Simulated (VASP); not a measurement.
# Ti5HO10 in VASP: single point with PBEsol

Aim: the single point of Ti5HO10 with PBEsol.

Program: VASP 6.6.1. These are calculated values, not measurements. Logs are shortened: lines on timing, memory, paths and dates and some standing lists are left out, and cuts for length are marked.

**1. The cell of the first run**

The cell holds a slab with vacuum, 16 atoms: a = 2.939 Å, b = 4.591 Å, c = 29.978 Å, α = 90.00°, β = 90.00°, γ = 90.00°.

**2. Single point, PBEsol, collinear spin**

Contents of INCAR:

```
SYSTEM = Ti5HO10
ALGO     = Normal         ! electronic algorithm
DIPOL    = 0.5 0.5 0.480
EDIFF    = 1E-6           ! SCF threshold, eV
ENCUT    = 520            ! plane-wave cutoff, eV
GGA      = PS             ! functional
GGA_COMPAT= .False.      
IDIPOL   = 3            
ISIF     = 2              ! what is computed and relaxed
ISMEAR   = 0              ! smearing method
ISPIN    = 2              ! spin polarisation
KPAR     = 4            
LASPH    = .True.         ! aspherical terms in the spheres
LCHARG   = .False.        ! write CHGCAR
LDIPOL   = .True.       
LMAXMIX  = 4              ! l up to which the mixer works
LORBIT   = 11             ! projections on sites
LREAL    = .False.        ! projectors in reciprocal space
LWAVE    = .False.        ! write WAVECAR
MAGMOM   = 0 0 0 0 0 0 0 0 0 0 0 0 0 0 0 1 ! initial moments
NBANDS   = 78             ! bands
NELM     = 200            ! most SCF steps
NELMDL   = -8           
PREC     = Accurate       ! precision mode
SIGMA    = 0.05           ! smearing width, eV
```

Contents of KPOINTS:

```
k-points
0
Gamma
  9 6 1
  0 0 0
```

Contents of POSCAR:

```
Ti5HO10
1.0
    2.9389939955      0.0000000000      0.0000000000
    0.0000000000      4.5912476256      0.0000000000
    0.0000000000      0.0000000000     29.9782355646
O Ti H
10 5 1
Direct
    0.0000000000      0.3044387430      0.2835390356
    0.0000000000      0.6955612570      0.3434405034
    0.5000000000      0.1955612570      0.3601153841
    0.5000000000      0.8044387430      0.4200168519
    0.0000000000      0.3044387430      0.4366917324
    0.0000000000      0.7027748925      0.4965816938
    0.5000000000      0.2106109854      0.5155576486
    0.5000000000      0.7784411752      0.5738354595
    0.0000000000      0.2450871085      0.5972813422
    0.0000000000      0.6077991827      0.6578308187
    0.5000000000      0.5000000000      0.3134897694
    0.0000000000      0.0000000000      0.3900661179
    0.5000000000      0.5027641133      0.4652113585
    0.0000000000     -0.0024542208      0.5409357299
    0.5000000000      0.4932592661      0.6139905743
    0.0000000000      0.7924937738      0.6735106037
```

Potentials or basis: VASP PAW PBE potentials, release 64 (O, Ti_sv, H).

The run is started by

```sh
$ cat potpaw_PBE.64/O/POTCAR potpaw_PBE.64/Ti_sv/POTCAR potpaw_PBE.64/H/POTCAR > POTCAR
$ mpirun -np 4 vasp_std > vasp.out
```

OUTCAR:

```text
SYSTEM = Ti5HO10
   EDIFF = 1E-6
   ENCUT = 520
   GGA = PS
   ISIF = 2
   ISMEAR = 0
   ISPIN = 2
   LASPH = .True.
   LORBIT = 11
   LREAL = .False.
   NELM = 200
   NELMDL = -8
   PREC = Accurate

 ion  position               nearest neighbor table
   1  0.000  0.304  0.284-  11 1.94  11 1.94
   2  0.000  0.696  0.343-  11 1.94  11 1.94  12 1.98
   3  0.500  0.196  0.360-  12 1.94  12 1.94  11 1.98
   4  0.500  0.804  0.420-  13 1.94  12 1.94  12 1.94
   5  0.000  0.304  0.437-  13 1.93  13 1.93  12 1.98
   6  0.000  0.703  0.497-  14 1.90  13 1.97  13 1.97
   7  0.500  0.211  0.516-  14 1.92  14 1.92  13 2.02
   8  0.500  0.778  0.574-  15 1.78  14 2.04  14 2.04
   9  0.000  0.245  0.597-  15 1.93  15 1.93  14 2.04
  10  0.000  0.608  0.658-  16 0.97  15 2.04  15 2.04
  11  0.500  0.500  0.313-   1 1.94   1 1.94   2 1.94   2 1.94   3 1.98
  12  0.000  0.000  0.390-   3 1.94   3 1.94   4 1.94   4 1.94   2 1.98   5 1.98
  13  0.500  0.503  0.465-   5 1.93   5 1.93   4 1.94   6 1.97   6 1.97   7 2.02
  14  0.000  0.998  0.541-   6 1.90   7 1.92   7 1.92   8 2.04   8 2.04   9 2.04
  15  0.500  0.493  0.614-   8 1.78   9 1.93   9 1.93  10 2.04  10 2.04
  16  0.000  0.792  0.674-  10 0.97

  LATTYP: Found a simple orthorhombic cell.
 ALAT       =     2.9389939955
 B/A-ratio  =     1.5621833977
 C/A-ratio  =    10.2001690410

  Lattice vectors:

 A1 = (   2.9389939955,   0.0000000000,   0.0000000000)
 A2 = (   0.0000000000,   4.5912476256,   0.0000000000)
 A3 = (   0.0000000000,   0.0000000000,  29.9782355646)

Analysis of symmetry for initial positions (statically):
=====================================================================
 Subroutine PRICEL returns:
 Original cell was already a primitive cell.

 Routine SETGRP: Setting up the symmetry group for a
 simple orthorhombic supercell.

 Subroutine GETGRP returns: Found  2 space group operations
 (whereof  2 operations were pure point group operations)
 out of a pool of  8 trial point group operations.

The static configuration has the point symmetry C_1h.

Analysis of symmetry for dynamics (positions and initial velocities):
=====================================================================
 Subroutine PRICEL returns:
 Original cell was already a primitive cell.

 Routine SETGRP: Setting up the symmetry group for a
 simple orthorhombic supercell.

 Subroutine GETGRP returns: Found  2 space group operations
 (whereof  2 operations were pure point group operations)
 out of a pool of  8 trial point group operations.

The dynamic configuration has the point symmetry C_1h.

Analysis of structural, dynamic, and magnetic symmetry:
=====================================================================
 Subroutine PRICEL returns:
 Original cell was already a primitive cell.

 Routine SETGRP: Setting up the symmetry group for a
 simple orthorhombic supercell.

 Subroutine GETGRP returns: Found  2 space group operations
 (whereof  2 operations were pure point group operations)
 out of a pool of  8 trial point group operations.

The overall configuration has the point symmetry C_1h.

 Subroutine INISYM returns: Found  2 space group operations
 (whereof  2 operations are pure point group operations),
 and found     1 'primitive' translations

----------------------------------------------------------------------------------------

                                     Primitive cell

  volume of cell :     404.5158

  direct lattice vectors                    reciprocal lattice vectors
     2.938993996  0.000000000  0.000000000     0.340252481  0.000000000  0.000000000
     0.000000000  4.591247626  0.000000000     0.000000000  0.217805721  0.000000000
     0.000000000  0.000000000 29.978235565     0.000000000  0.000000000  0.033357534

  length of vectors
     2.938993996  4.591247626 29.978235565     0.340252481  0.217805721  0.033357534

  position of ions in fractional coordinates (direct lattice)
     0.000000000  0.304438743  0.283539036
     0.000000000  0.695561257  0.343440503
     0.500000000  0.195561257  0.360115384
[... 84 lines left out ...]
   dimension x,y,z NGX =    24 NGY =   36 NGZ =  224
   dimension x,y,z NGXF=    48 NGYF=   72 NGZF=  448
   ions per type =              10   5   1
   NGX,Y,Z   is equivalent  to a cutoff of  13.58, 13.04, 12.42 a.u.
   NGXF,Y,Z  is equivalent  to a cutoff of  27.15, 26.07, 24.84 a.u.
 SYSTEM =  Ti5HO10
   PREC   = accura    normal or accurate (medium, high low for compatibility)
   ISTART =      0    job   : 0-new  1-cont  2-samecut
   ICHARG =      2    charge: 1-file 2-atom 10-const
   ISPIN  =      2    spin polarized calculation?
   LNONCOLLINEAR =      F non collinear calculations
   LSORBIT =      F    spin-orbit coupling
   LASPH  =      T    aspherical Exc in radial PAW
   ENCUT  =  520.0 eV  38.22 Ry    6.18 a.u.   5.46  8.54 55.74*2*pi/ulx,y,z
   NELM   =    200;   NELMIN=  2; NELMDL= -8     # of ELM steps
   EDIFF  = 0.1E-05   stopping-criterion for ELM
   LREAL  =      F    real-space projection
   EDIFFG = 0.1E-04   stopping-criterion for IOM
   NSW    =      0    number of steps for IOM
[... 5 lines left out ...]
   TEBEG  =    0.0;   TEEND  =   0.0 temperature during run
   PSTRESS=    0.0 pullay stress
   NELECT =     121.0000    total number of electrons
   NUPDOWN=      -1.0000    fix difference up-down
   EMIN   =  10.00;   EMAX   =-10.00  energy-range for DOS
   EFERMI =   0.00;   METHOD = LEGACY
   ISMEAR =     0;   SIGMA  =   0.05  broadening in eV -4-tet -1-fermi 0-gaus
   EFERMI_NEDOS =   21; number of points for ismear=-14 and -15
   IALGO  =     38    algorithm
   IMIX   =      4    mixing-type and parameters
     AMIX     =   0.40;   BMIX     =  1.00
     AMIX_MAG =   1.60;   BMIX_MAG =  1.00
  volume/ion in A,a.u.               =      25.28       170.61
  Fermi-wavevector in a.u.,A,eV,Ry     =   1.094859  2.068983 16.309519  1.198716
  Thomas-Fermi vector in A             =   2.231172
   LORBIT       =     11    0 simple, 1 ext, 2 COOP (PROOUT), +10 PAW based schemes
   GGA     = PS    functional components
   LHFCALC =     F    Hartree Fock is set to
   AEXX    =    0.0000 exact exchange contribution
   IVDW    =     0    specifies the selected vdW correction
   LEPSILON=     F    determine dielectric tensor
   LRPA    =     F    only Hartree local field effects (RPA)
 spin polarized calculation
 Gauss-broadening in eV      SIGMA  =   0.05
  energy-cutoff  :      520.00
  volume of cell :      404.52
 maximum number of plane-waves:     10961
 NGX is ok and might be reduce to    24
   NGX = 11   NGY = 17   NGZ =111

 dipolmoment           0.000000      0.000000      1.004985 electrons x Angstroem

 number of electron     120.9999989 magnetization       0.9563344

 dipolmoment           0.000000      0.000000     -0.227302 electrons x Angstroem

 Free energy of the ion-electron system (eV)
  ---------------------------------------------------
  ext. energy  EPLUGINS =         0.00000000
  ---------------------------------------------------
  free energy    TOTEN  =      -141.40058191 eV

  energy without entropy =     -141.39368197  energy(sigma->0) =     -141.39713194

 E-fermi :   0.3703     XC(G=0):  -5.0798

 val. band max:        0.3685985884   @ k =   0.4444   0.1667   0.0000
 cond. band min:       0.3787326219   @ k =   0.1111   0.5000   0.0000
 fundamental gap:      0.0101340335
 Fermi energy:         0.3702660705

 spin component 1

 k-point     1 :       0.0000    0.0000    0.0000
  band No.  band energies     occupation
      1     -58.2902      1.00000
      2     -58.2382      1.00000
      3     -58.1679      1.00000
      4     -58.1375      1.00000
      5     -57.8584      1.00000
      6     -34.7597      1.00000
[... 1489 lines left out ...]
     71       1.8149      0.00000
     72       1.8548      0.00000
 Fermi energy:         0.3702660705

 spin component 2

 k-point     1 :       0.0000    0.0000    0.0000
  band No.  band energies     occupation
      1     -58.1625      1.00000
      2     -58.1081      1.00000
      3     -57.9547      1.00000
      4     -57.8356      1.00000
      5     -57.7276      1.00000
      6     -34.5565      1.00000
[... 1489 lines left out ...]
     71       1.9888      0.00000
     72       2.0569      0.00000
 [bands above 72 left out]

------------------------ aborting loop because EDIFF is reached ----------------------------------------

 vacuum level on the upper side and lower side of the slab       (xc-potential included)        -1.497         1.497

  FORCE on cell =-STRESS in cart. coord.  units (eV):
  Direction    XX          YY          ZZ          XY          YZ          ZX
  --------------------------------------------------------------------------------------
  -------------------------------------------------------------------------------------
  Total       -2.3529567      0.7507653     -0.6078550      0.0000000     -0.3299907      0.0000000
  in kB       -9.3194231      2.9735778     -2.4075488      0.0000000     -1.3070037      0.0000000
  external PRESSURE =      -2.9177980 kB  Pullay stress =       0.0000000 kB

 VOLUME and BASIS-vectors are now :
 -----------------------------------------------------------------------------
  energy-cutoff  :      520.00
  volume of cell :      404.52
      direct lattice vectors                 reciprocal lattice vectors
     2.938993996  0.000000000  0.000000000     0.340252481  0.000000000  0.000000000
     0.000000000  4.591247626  0.000000000     0.000000000  0.217805721  0.000000000
     0.000000000  0.000000000 29.978235565     0.000000000  0.000000000  0.033357534

 POSITION                                       TOTAL-FORCE (eV/Angst)
 -----------------------------------------------------------------------------------
      0.00000      1.39775      8.50000         0.000000      2.218657      0.987785
      0.00000      3.19349     10.29574         0.000000      1.184628      0.099891
      1.46950      0.89787     10.79562         0.000000      0.516791     -0.310534
      1.46950      3.69338     12.59136         0.000000     -0.070246      0.152860
      0.00000      1.39775     13.09125         0.000000      0.078514      0.315589
      0.00000      3.22661     14.88664         0.000000      0.003830     -0.000185
[... 8 lines left out ...]
      1.46950      2.26468     18.40635         0.000000     -0.034293      0.079787
      0.00000      3.63854     20.19066         0.000000      0.120694      0.075185
 -----------------------------------------------------------------------------------
    total drift:                                0.000000      0.001393     -0.000216

  FREE ENERGIE OF THE ION-ELECTRON SYSTEM (eV)
  ---------------------------------------------------
  free  energy   TOTEN  =      -141.4005819105 eV

  energy  without entropy=     -141.3936819661  energy(sigma->0) =     -141.39713194

 vacuum level on the upper side and lower side of the slab         2.815         5.864

 total charge

# of ion       s       p       d       tot
------------------------------------------
    1        1.578   3.354   0.000   4.933
    2        1.568   3.488   0.000   5.055
    3        1.566   3.479   0.000   5.044
    4        1.569   3.495   0.000   5.064
    5        1.569   3.493   0.000   5.062
    6        1.568   3.494   0.000   5.062
[... 8 lines left out ...]
   15        2.225   6.258   1.938  10.421
   16        0.617   0.123   0.000   0.740
--------------------------------------------------
tot         27.388  66.379   9.041 102.808

 magnetization (x)

# of ion       s       p       d       tot
------------------------------------------
    1       -0.000  -0.002   0.000  -0.002
    2       -0.000  -0.002   0.000  -0.002
    3       -0.000  -0.002   0.000  -0.003
    4       -0.000  -0.007   0.000  -0.007
    5       -0.000  -0.005   0.000  -0.005
    6       -0.000  -0.012   0.000  -0.012
[... 8 lines left out ...]
   15        0.005   0.003   0.403   0.412
   16        0.002  -0.000   0.000   0.002
--------------------------------------------------
tot          0.011  -0.059   0.878   0.830
```

Wall time 20 min (4 MPI ranks of Intel Xeon Platinum 8488C (Sapphire Rapids), shared host); peak memory 1.2 GiB.

What came out:

* Free energy: -141.4006 eV
* Largest force: 3.861 eV/Å
* Net moment: 0.96 μB per cell
* Site moments: O -0.00, -0.01, -0.02 (each value once); Ti +0.02, +0.06, +0.13, +0.28, +0.41; H +0.00 μB
* Valence electrons inside the program's atomic spheres: O 4.93, 5.05, 5.04, 5.06, 5.07, 5.12 (each value once); Ti 10.24, 10.29, 10.31, 10.42 (each value once); H 0.74

Forces in eV/Å, atoms in the order of the input:
```
O    0.000  2.219  0.988
O    0.000  1.185  0.100
O    0.000  0.517 -0.311
O    0.000 -0.070  0.153
O    0.000  0.079  0.316
O    0.000  0.004  0.000
O    0.000  0.026 -0.020
O    0.000  0.043 -0.038
O    0.000 -0.045 -0.011
O    0.000 -0.096 -0.055
Ti   0.000 -3.802 -0.674
Ti   0.000 -0.148 -0.644
Ti   0.000  0.000  0.016
Ti   0.000  0.002  0.026
Ti   0.000 -0.034  0.080
H    0.000  0.121  0.075
```

Caveat: a moment this small can come from the mesh or the smearing; the PAW data sets were made with another functional, which shifts forces and pressure a little; semilocal functionals often make such compounds metallic where correlation or magnetic order opens a gap, which also shifts bond lengths.
